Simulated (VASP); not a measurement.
GaB2: single point with PBE

The system is GaB2.

```
Ga B
1.0
     3.00674    0.00000    0.00000
    -1.50337    2.60391    0.00000
     0.00000    0.00000    8.52812
Ga B
2 4
Direct
  0.33333 0.66667 0.25000
  0.66667 0.33333 0.75000
  0.33333 0.66667 0.50581
  0.66667 0.33333 0.00581
  0.33333 0.66667 0.99419
  0.66667 0.33333 0.49419
```

```yaml
Program: VASP 6.6.1
Task: single point
Functional: PBE
Potentials_or_basis: VASP PAW PBE potentials, release 64 (Ga_d, B)
Cutoff: 520 eV
k_mesh: 12 × 12 × 6
Occupations: gaussian, width 0.1 eV
Spin: no spin polarisation
```

* Pressure: 0.1 GPa
* Largest force: 0.007 eV/Å
* Band gap on the k mesh: zero (band 19 reaches 6.47 eV, above the bottom of band 20 at 3.43 eV)

Forces on the atoms (eV/Å):
```
Ga   0.000  0.000  0.000
Ga   0.000  0.000  0.000
B    0.000  0.000  0.007
B    0.000  0.000  0.007
B    0.000  0.000 -0.007
B    0.000  0.000 -0.007
```

Stress tensor (GPa, compression positive):
```
0.02 0.00 0.00
0.00 0.02 0.00
0.00 0.00 0.19
```

Levels at points of the mesh, in eV from the Fermi level:
```
           k point  band 17  band 18  band 19  band 20  band 21  band 22
(0.00, 0.00, 0.00)     0.88     1.09     1.09     2.88     5.95     7.83
(0.50, 0.00, 0.00)    -1.67    -1.54    -1.33     0.10     0.15     1.46
(0.00, 0.00, 0.50)     0.98     0.98     0.98     0.98     8.06     8.06
(0.50, 0.00, 0.50)    -2.19    -2.19    -1.51    -1.51     3.11     3.11
```

Wall time 75 s on 1 thread of AMD EPYC 9R45 96-Core Processor (Zen 5), with other jobs on the host, peak memory 0.23 GiB.
